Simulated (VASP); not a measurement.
The system is Na.

```
Na
1.0
     0.00000    3.21951    3.21951
     3.21951    0.00000    3.21951
     3.21951    3.21951    0.00000
Na
2
Cartesian
  0.0000 0.0000 0.0000
  1.6098 1.6098 1.6098
```

| Property | Result |
| --- | --- |
| Program | VASP 6.6.1 |
| Task | relaxation of cell and atoms |
| Functional | PBE |
| Potentials or basis | VASP PAW PBE potentials, release 64 (Na_pv) |
| Cutoff | 600 eV |
| k mesh | 10 × 10 × 10 |
| Occupations | fermi-dirac, width 0.03 eV |
| Spin | no spin polarisation |

At the start: pressure 3.3 GPa; volume 33.37 Å³/atom.

Q: Where does the relaxation end?

A: Over 20 steps the energy falls by 148.4 meV/atom and the volume is 52.76 Å³/atom (+58.1 %); space group Fd-3m (No. 227, to 0.05 Å).

The path:
```tsv
step	energy change (eV)	largest force (eV/Å)	pressure (GPa)	volume (Å³)
1	0.0000	0.0000	3.32	66.74
2	-0.1196	0.0000	2.30	73.65
3	-0.2878	0.0000	0.34	97.21
4	-0.2962	0.0000	0.12	103.48
5	-0.2965	0.0000	-0.04	107.82
6	-0.2968	0.0000	-0.02	106.61
7	-0.2968	0.0000	0.02	105.49
8	-0.2968	0.0000	0.02	105.49
9	-0.2968	0.0000	0.02	105.49
10	-0.2968	0.0000	0.02	105.49
11	-0.2968	0.0000	0.02	105.49
12	-0.2968	0.0000	0.02	105.49
13	-0.2968	0.0000	0.02	105.49
14	-0.2968	0.0000	0.02	105.49
15	-0.2968	0.0000	0.02	105.49
16	-0.2968	0.0000	0.02	105.50
17	-0.2968	0.0000	0.02	105.50
18	-0.2968	0.0000	0.02	105.50
19	-0.2968	0.0000	0.03	105.51
20	-0.2968	0.0000	0.00	105.53
```

Final structure:
```xyz
2
Lattice="0.0000 3.7507 3.7507 3.7507 0.0000 3.7507 3.7507 3.7507 0.0000" Properties=species:S:1:pos:R:3 pbc="T T T"
Na    0.0000    0.0000    0.0000
Na    1.8754    1.8754    1.8754
```

Caveat: the volume moved by over 15 % at a fixed basis, so the end points are rough.
